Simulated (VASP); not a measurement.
# SiO2: single point with PBE

Crystal: SiO2.

```
CELL_PARAMETERS angstrom
-2.51337 2.51337 3.50492
2.51337 -2.51337 3.50492
2.51337 2.51337 -3.50492
ATOMIC_POSITIONS crystal
Si 0.00000 0.00000 0.00000
Si 0.75000 0.25000 0.50000
O 0.96701 0.62500 0.84201
O 0.37500 0.21701 0.34201
O 0.78299 0.12500 0.15799
O 0.87500 0.03299 0.65799
```

This cell differs from its parent crystal: strain +0.000 along x and y, -0.050 along z.

```json
{"Program": "VASP 6.6.1", "Task": "single point", "Functional": "PBE", "Potentials or basis": "VASP PAW PBE potentials, release 64 (Si, O)", "Cutoff": "520 eV", "k mesh": "6 × 6 × 6", "Occupations": "gaussian, width 0.05 eV", "Spin": "no spin polarisation"}
```

```yaml
Pressure: 8.5 GPa
Largest_force: 0.486 eV/Å
Band_gap_on_the_k_mesh: 6.01 eV, direct
```

Forces in eV/Å, atoms in the order of the input:
```
Si   0.000  0.000  0.000
Si   0.000  0.000  0.000
O    0.000  0.486  0.000
O    0.486  0.000  0.000
O    0.000 -0.486  0.000
O   -0.486  0.000  0.000
```

Stress tensor (GPa, compression positive):
```
7.88 0.00 0.00
0.00 7.88 0.00
0.00 0.00 9.81
```

Levels at points of the mesh, in eV from the valence-band top:
```
           k point  band 12  band 13  band 14  band 15  band 16  band 17  band 18  band 19  band 20  band 21
(0.00, 0.00, 0.00)    -1.69    -1.58    -0.56     0.00     0.00     6.01     8.90    10.76    10.76    10.98
(0.50, 0.00, 0.00)    -1.67    -1.59    -0.83    -0.49    -0.13     8.40     9.05     9.75    10.44    10.83
(0.50, 0.50, 0.00)    -2.16    -1.03    -1.03    -0.31    -0.31     9.18     9.18    10.49    10.49    11.19
(0.50, 0.50, 0.50)    -2.10    -1.48    -1.48    -0.44    -0.44     9.09     9.09    10.55    10.55    11.63
```

It took 46 s on 1 thread of AMD EPYC 9R45 96-Core Processor (Zen 5) (shared host), peak memory 0.21 GiB.

Caveat: the cell differs from its parent crystal (strain +0.000 along x and y, -0.050 along z). A k mesh can miss the band edges.
